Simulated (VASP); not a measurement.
InP: relaxation of the atoms with PBE

InP:

```xyz
2
Lattice="0.0000 2.9343 3.0224 2.9343 0.0000 3.0224 2.9343 2.9343 0.0000" Properties=species:S:1:pos:R:3 pbc="T T T"
In    0.0000    0.0000    0.0000
P     1.4672    1.4672    1.5112
```

This cell differs from its parent crystal: z stretched by +3 %.

```json
{"Program": "VASP 6.6.1", "Task": "relaxation of the atoms", "Functional": "PBE", "Potentials or basis": "VASP PAW PBE potentials, release 64 (In_d, P)", "Cutoff": "520 eV", "k mesh": "13 × 13 × 13", "Occupations": "fermi-dirac, width 0.02 eV", "Spin": "no spin polarisation", "Dipole correction": "no", "Further INCAR settings": "ALGO = Normal; EDIFF = 1e-06; IBRION = 2; EDIFFG = -0.02; NSW = 80"}
```

The pressure after relaxing is 0.9 GPa and the band gap on the k mesh is 0.48 eV.

Stress tensor (GPa, compression positive):
```
1.37 0.00 0.00
0.00 1.37 0.00
0.00 0.00 0.09
```

Final structure:
```xyz
2
Lattice="0.0000 2.9343 3.0224 2.9343 0.0000 3.0224 2.9343 2.9343 0.0000" Properties=species:S:1:pos:R:3 pbc="T T T"
In    0.0000    0.0000    0.0000
P     1.4672    1.4672    1.5112
```

Levels at points of the mesh, in eV from the valence-band top:
| k point | band 6 | band 7 | band 8 | band 9 | band 10 | band 11 | band 12 | band 13 |
| --- | --- | --- | --- | --- | --- | --- | --- | --- |
| (0.00, 0.00, 0.00) | -11.34 | -0.14 | 0.00 | 0.00 | 0.48 | 4.03 | 4.03 | 4.08 |

It took 45 s on 1 thread of Intel(R) Xeon(R) Platinum 8488C (Sapphire Rapids), with other jobs on the host, peak memory 0.28 GiB.

Caveat: the cell differs from its parent crystal (z stretched by +3 %); the relaxation stopped at its first step, so nothing moved; spin-orbit coupling is left out, which moves the levels of the heavy elements.
